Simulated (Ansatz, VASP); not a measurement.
Two plane-wave programs on Si2Ni

File INCAR:

```
SYSTEM = Si2Ni
PREC     = Accurate       ! precision mode
ENCUT    = 520            ! plane-wave cutoff, eV
EDIFF    = 1E-6           ! SCF threshold, eV
ISMEAR   = 0              ! smearing method
SIGMA    = 0.05           ! smearing width, eV
LREAL    = .False.        ! projectors in reciprocal space
LASPH    = .True.         ! aspherical terms in the spheres
NELM     = 150            ! most SCF steps
ALGO     = Normal         ! electronic algorithm
ISIF     = 2              ! what is computed and relaxed
LWAVE    = .False.        ! write WAVECAR
LCHARG   = .False.        ! write CHGCAR
ISPIN    = 2              ! spin polarisation
MAGMOM   = 0 0 0.05       ! initial moments
LORBIT   = 11             ! projections on sites
LMAXMIX  = 4              ! l up to which the mixer works
GGA      = RE             ! functional
NBANDS   = 20             ! bands
```

Contents of KPOINTS:

```
Automatic mesh
0
Gamma
  8 8 8
  0 0 0
```

Contents of POSCAR:

```
Si2Ni
1.0
    0.0000000000      2.6975011173      2.6975011173
    2.6975011173      0.0000000000      2.6975011173
    2.6975011173      2.6975011173      0.0000000000
Si Ni
2 1
Direct
    0.2500000000      0.2500000000      0.2500000000
    0.7500000000      0.7500000000      0.7500000000
    0.0000000000      0.0000000000      0.0000000000
```

Input for Ansatz:

```yaml
crystal:
  lattice:
    - [0.0, 2.6975011173, 2.6975011173]
    - [2.6975011173, 0.0, 2.6975011173]
    - [2.6975011173, 2.6975011173, 0.0]
  atoms:
    - { symbol: Si, position: [0.25, 0.25, 0.25] }
    - { symbol: Si, position: [0.75, 0.75, 0.75] }
    - { symbol: Ni, position: [0.0, 0.0, 0.0], spin: 0.05 }
basis:
  ecutwfc: 420
  ecutrho_ratio: 4
kpoints:
  mp_grid: { grid: [8, 8, 8] }
hamiltonian:
  xc: revpbe
scf:
  occupations: { method: gaussian, width: 0.05 }
output:
  forces: true
  stress: true
  eigenvalues: true
  populations: true
magnetization:
  spin_polarized: true
checkpoint:
  read: start.run
  write: ck
  compress: false
  write_wavefunctions: false
  write_every: 100000
```

Alike in both runs: task single point; functional revPBE; k mesh 8 × 8 × 8; occupations gaussian, width 0.05 eV; collinear spin.

```csv
,VASP,Ansatz
version,VASP 6.6.1,Ansatz 0.2.0
potentials or method,"VASP PAW PBE potentials, release 64 (Si, Ni), cutoff 520 eV","scalar-relativistic, plane waves, PAW"
valence electrons in the cell,18,26
```

```tsv
	VASP	Ansatz	Ansatz less VASP
gap on the k mesh at the Fermi level (eV)	none	none	-
pressure (GPa)	5.6	5.8	+0.19
net moment per atom (μB)	0.00	0.00	0.000
```

VASP's potentials were made for PBE, not for revPBE. A gap of «none» marks a metal or a gap that the smearing closes. VASP's potentials hold 18 valence electrons a cell and Ansatz's 26, so a difference there can come from the potentials and not from the codes. Ansatz's warnings: seeded moment not kept.
